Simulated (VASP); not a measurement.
Here is a VASP 6.6.1 calculation.

File POSCAR:

```
TiC
1.0
    2.1639143223      2.1639143223      0.0000000000
   -2.1639143223      2.1639143223      0.0000000000
    0.0000000000      0.0000000000      4.3278286445
Ti C
2 2
Direct
    0.0000000000      0.0000000000      0.0000000000
    0.5000000000      0.5000000000      0.5000000000
    0.5000000000      0.5000000000      0.0000000000
    0.0000000000      0.0000000000      0.5000000000
```

INCAR.step1

```
SYSTEM = TiC
  ALGO = Normal
  EDIFF = 1E-4
  ENCUT = 520
  GGA = PE
  ISMEAR = 0
  LASPH = .True.
  LCHARG = .False.
  LREAL = .False.
  LWAVE = .True.
  NBANDS = 24
  NELM = 60
  PREC = Accurate
  SIGMA = 0.1
```

File INCAR.step2:

```
SYSTEM = TiC
  ALGO = Normal
  EDIFF = 1E-7
  ENCUT = 520
  ISIF = 2
  ISMEAR = 0
  ISTART = 1
  LASPH = .True.
  LCHARG = .False.
  LMIXTAU = .True.
  LREAL = .False.
  LWAVE = .False.
  METAGGA = R2SCAN
  NBANDS = 24
  NELM = 60
  PREC = Accurate
  SIGMA = 0.1
```

The input KPOINTS:

```
k-points
0
Gamma
  18 18 12
  0 0 0
```

Potentials or basis: VASP PAW PBE potentials, release 64 (Ti_sv, C).

Command:

```bash
$ cat potpaw_PBE.64/Ti_sv/POTCAR potpaw_PBE.64/C/POTCAR > POTCAR
$ cp INCAR.step1 INCAR
$ mpirun -np 1 vasp_std > vasp.out
$ cp INCAR.step2 INCAR
$ mpirun -np 1 vasp_std > vasp.out
```

Problem. Estimate the band gap on the k mesh.

Solution. Zero (bands 16 and 17 overlap by 1.33 eV).

Problem. Predict the pressure.

Solution. 1.0 GPa.

Caveat: the PAW data sets were made with another functional, which shifts forces and pressure a little.
